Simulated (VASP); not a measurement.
# ZnSe (F-43m) in VASP: single point with HSE06

Aim: the single point of ZnSe with HSE06.

Everything below comes from runs of VASP 6.6.1. Logs are shortened: lines on timing, memory, paths and dates and some standing lists are left out, and cuts for length are marked.

### Step 1. The cell of the first run

The structure is cubic, space group F-43m (No. 216). Conventional cell: a = 5.665 Å, b = 5.665 Å, c = 5.665 Å, α = 90.00°, β = 90.00°, γ = 90.00°. Within 3.2 Å of Zn (site symmetry -43m) lie 4 Se at 2.45 Å. Within 3.2 Å of Se (site symmetry -43m) lie 4 Zn at 2.45 Å.

### Step 2. Single point, HSE06

Input file POSCAR:

```
ZnSe
1.0
    0.0000000000      2.8324246719      2.8324246719
    2.8324246719      0.0000000000      2.8324246719
    2.8324246719      2.8324246719      0.0000000000
Zn Se
1 1
Direct
    0.0000000000      0.0000000000      0.0000000000
    0.2500000000      0.2500000000      0.2500000000
```

Input file INCAR.step1:

```
SYSTEM = ZnSe
PREC = Accurate
ENCUT = 520
EDIFF = 1E-5
ISMEAR = 0
SIGMA = 0.01
LREAL = .FALSE.
LASPH = .TRUE.
NELM = 100
ALGO = Normal
ISIF = 2
LWAVE = .TRUE.
LCHARG = .FALSE.
GGA = PE
NBANDS = 16
```

Input file INCAR.step2:

```
SYSTEM = ZnSe
PREC = Accurate
ENCUT = 520
EDIFF = 1E-6
ISMEAR = 0
SIGMA = 0.01
LREAL = .FALSE.
LASPH = .TRUE.
NELM = 100
ALGO = Normal
ISIF = 2
LWAVE = .FALSE.
LCHARG = .FALSE.
GGA = PE
LHFCALC = .TRUE.
HFSCREEN = 0.2079
PRECFOCK = Normal
ISTART = 1
NBANDS = 16
```

Input file KPOINTS:

```
regular mesh
0
G
  6 6 6
  0 0 0
```

Potentials or basis: VASP PAW PBE potentials, release 64 (Zn, Se).

Command:

```
cat potpaw_PBE.64/Zn/POTCAR potpaw_PBE.64/Se/POTCAR > POTCAR
cp INCAR.step1 INCAR
mpirun -np 1 vasp_std > vasp.out
cp INCAR.step2 INCAR
mpirun -np 1 vasp_std > vasp.out
```

OUTCAR:

```text
SYSTEM = ZnSe
   PREC = Accurate
   ENCUT = 520
   EDIFF = 1E-6
   ISMEAR = 0
   LREAL = .FALSE.
   LASPH = .TRUE.
   NELM = 100
   ISIF = 2
   GGA = PE
   LHFCALC = .TRUE.
   HFSCREEN = 0.2079
   PRECFOCK = Normal
   ISTART = 1

 ion  position               nearest neighbor table
   1  0.000  0.000  0.000-   2 2.45   2 2.45   2 2.45   2 2.45
   2  0.250  0.250  0.250-   1 2.45   1 2.45   1 2.45   1 2.45

  LATTYP: Found a face centered cubic cell.
 ALAT       =     5.6648493438

  Lattice vectors:

 A1 = (   0.0000000000,   2.8324246719,   2.8324246719)
 A2 = (   2.8324246719,   0.0000000000,   2.8324246719)
 A3 = (   2.8324246719,   2.8324246719,   0.0000000000)

Analysis of symmetry for initial positions (statically):
=====================================================================
 Subroutine PRICEL returns:
 Original cell was already a primitive cell.

 Routine SETGRP: Setting up the symmetry group for a
 face centered cubic supercell.

 Subroutine GETGRP returns: Found 24 space group operations
 (whereof 24 operations were pure point group operations)
 out of a pool of 48 trial point group operations.

The static configuration has the point symmetry T_d .

Analysis of symmetry for dynamics (positions and initial velocities):
=====================================================================
 Subroutine PRICEL returns:
 Original cell was already a primitive cell.

 Routine SETGRP: Setting up the symmetry group for a
 face centered cubic supercell.

 Subroutine GETGRP returns: Found 24 space group operations
 (whereof 24 operations were pure point group operations)
 out of a pool of 48 trial point group operations.

The dynamic configuration has the point symmetry T_d .

 Subroutine INISYM returns: Found 24 space group operations
 (whereof 24 operations are pure point group operations),
 and found     1 'primitive' translations

----------------------------------------------------------------------------------------

                                     Primitive cell

  volume of cell :      45.4470

  direct lattice vectors                    reciprocal lattice vectors
     0.000000000  2.832424672  2.832424672    -0.176527201  0.176527201  0.176527201
     2.832424672  0.000000000  2.832424672     0.176527201 -0.176527201  0.176527201
     2.832424672  2.832424672  0.000000000     0.176527201  0.176527201 -0.176527201

  length of vectors
[... 81 lines left out ...]
   POTIM  = 0.5000    time-step for ionic-motion
   TEBEG  =    0.0;   TEEND  =   0.0 temperature during run
   PSTRESS=    0.0 pullay stress
   NELECT =      18.0000    total number of electrons
   NUPDOWN=      -1.0000    fix difference up-down
   EMIN   =  10.00;   EMAX   =-10.00  energy-range for DOS
   EFERMI =   0.00;   METHOD = LEGACY
   ISMEAR =     0;   SIGMA  =   0.01  broadening in eV -4-tet -1-fermi 0-gaus
   EFERMI_NEDOS =   21; number of points for ismear=-14 and -15
   IALGO  =     38    algorithm
   IMIX   =      1    mixing-type and parameters
     AMIX     =   0.40;   BMIX     =  1.00
     AMIX_MAG =   1.60;   BMIX_MAG =  1.00
  volume/ion in A,a.u.               =      22.72       153.35
  Fermi-wavevector in a.u.,A,eV,Ry     =   1.202257  2.271936 19.666157  1.445422
  Thomas-Fermi vector in A             =   2.338043
   LORBIT       =      0    0 simple, 1 ext, 2 COOP (PROOUT), +10 PAW based schemes
   GGA     = PE    functional components
   LHFCALC =     T    Hartree Fock is set to
   PRECFOCK=normal    Normal, Fast or Accurate (Low or Medium for compatibility)
   ENCUT4O =  -1.0   cutoff for four orbital integrals eV
   NKREDX  =     1    reduce k-point grid by
   NKREDY  =     1    reduce k-point grid by
   NKREDZ  =     1    reduce k-point grid by
   AEXX    =    0.2500 exact exchange contribution
   HFSCREEN=    0.2079 screening length (either q_TF or 0.3 A-1)
   HFSCREENC=   0.2079 screening length for correlation (either q_TF or 0.3 A-1)
   ENCUTFOCK=  -1.0 apply spherical cutoff to Coloumb kernel
   IVDW    =     0    specifies the selected vdW correction
   LEPSILON=     F    determine dielectric tensor
   LRPA    =     F    only Hartree local field effects (RPA)
 non-spin polarized calculation
 Gauss-broadening in eV      SIGMA  =   0.01
  energy-cutoff  :      520.00
  volume of cell :       45.45
 maximum number of plane-waves:      1243
 NGX is ok and might be reduce to    30
  NGX = 24; NGY = 24; NGZ = 24

 number of electron      18.0000011 magnetization

 Free energy of the ion-electron system (eV)
  ---------------------------------------------------
  ext. energy  EPLUGINS =         0.00000000
  ---------------------------------------------------
  free energy    TOTEN  =        -7.42517916 eV

  energy without entropy =       -7.42517916  energy(sigma->0) =       -7.42517916

 E-fermi :   1.0661     XC(G=0):  -7.7416

 val. band max:        0.9734325288   @ k =   0.0000   0.0000   0.0000
 cond. band min:       3.3848176443   @ k =   0.0000   0.0000   0.0000
 fundamental gap:      2.4113851156
 Fermi energy:         1.0661118551

 k-point     1 :       0.0000    0.0000    0.0000
  band No.  band energies     occupation
      1     -13.4128      2.00000
      2      -7.2072      2.00000
      3      -7.2072      2.00000
      4      -7.2072      2.00000
      5      -6.8766      2.00000
      6      -6.8766      2.00000
[... 281 lines left out ...]
      3      -7.0235      2.00000
      4      -6.9430      2.00000
      5      -6.8618      2.00000
      6      -6.5615      2.00000
[... 8 lines left out ...]
     15      16.2361      0.00000
     16      16.5231      0.00000

------------------------ aborting loop because EDIFF is reached ----------------------------------------

  FORCE on cell =-STRESS in cart. coord.  units (eV):
  Direction    XX          YY          ZZ          XY          YZ          ZX
  --------------------------------------------------------------------------------------
  -------------------------------------------------------------------------------------
  Total        0.3525211      0.3525211      0.3525211     -0.0000000      0.0000000      0.0000000
  in kB       12.4276939     12.4276939     12.4276939     -0.0000000      0.0000000      0.0000000
  external PRESSURE =      12.4276939 kB  Pullay stress =       0.0000000 kB

 VOLUME and BASIS-vectors are now :
 -----------------------------------------------------------------------------
  energy-cutoff  :      520.00
  volume of cell :       45.45
      direct lattice vectors                 reciprocal lattice vectors
     0.000000000  2.832424672  2.832424672    -0.176527201  0.176527201  0.176527201
     2.832424672  0.000000000  2.832424672     0.176527201 -0.176527201  0.176527201
     2.832424672  2.832424672  0.000000000     0.176527201  0.176527201 -0.176527201

 POSITION                                       TOTAL-FORCE (eV/Angst)
 -----------------------------------------------------------------------------------
      0.00000      0.00000      0.00000         0.000000      0.000000      0.000000
      1.41621      1.41621      1.41621        -0.000000     -0.000000     -0.000000
 -----------------------------------------------------------------------------------
    total drift:                                0.000111      0.000088      0.000068

  FREE ENERGIE OF THE ION-ELECTRON SYSTEM (eV)
  ---------------------------------------------------
  free  energy   TOTEN  =        -7.4251791563 eV

  energy  without entropy=       -7.4251791563  energy(sigma->0) =       -7.42517916
```

It took 42 min on 1 thread of Intel Xeon Platinum 8259CL at 2.50GHz (Skylake/Cascade Lake), shared host; peak memory 0.29 GiB.

What came out:

- Free energy: -7.4252 eV
- Pressure: 1.2 GPa
- Band gap on the k mesh: 2.41 eV

Levels at points of the mesh, in eV from the valence-band top:
```tsv
k point	band 5	band 6	band 7	band 8	band 9	band 10	band 11	band 12	band 13	band 14
(0.00, 0.00, 0.00)	-7.85	-7.85	0.00	0.00	0.00	2.41	6.94	6.94	6.94	11.30
(0.50, 0.00, 0.00)	-7.84	-7.66	-5.54	-0.92	-0.92	3.65	7.49	7.49	9.74	12.34
(0.50, 0.50, 0.00)	-7.81	-7.62	-5.14	-2.32	-2.32	3.85	4.50	12.18	12.82	12.82
```

Caveat: the PAW data sets were made with another functional, which shifts forces and pressure a little.
